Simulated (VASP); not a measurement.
A run of VASP 6.6.1 is set up as follows.

The input INCAR:

```
SYSTEM = Te
ALGO = Normal ; EDIFF = 1E-6
ENCUT = 520 ; GGA = PE
ISIF = 2 ; ISMEAR = -1
LASPH = .True. ; LCHARG = .False.
LREAL = .False. ; LWAVE = .False.
NBANDS = 9 ; NELM = 80
PREC = Accurate ; SIGMA = 0.1
```

File KPOINTS:

```
k-points
0
Gamma
  11 11 11
  0 0 0
```

File POSCAR:

```
Te
1.0
    3.2441670146      0.0000000000      0.0000000000
    0.0000000000      3.2441670146      0.0000000000
    0.0000000000      0.0000000000      3.2441670146
Te
1
Direct
    0.0000000000      0.0000000000      0.0000000000
```

Potentials or basis: VASP PAW PBE potentials, release 64 (Te).

Launch:

```console
$ cat potpaw_PBE.64/Te/POTCAR > POTCAR
$ mpirun -np 1 vasp_std > vasp.out
```

(1) Estimate the pressure.

(2) Estimate the band gap on the k mesh.

## Answers

(1) -1.9 GPa.

(2) zero (bands 3 and 4 overlap by 5.10 eV).

Caveat: spin-orbit coupling is left out, which moves the levels of the heavy elements.
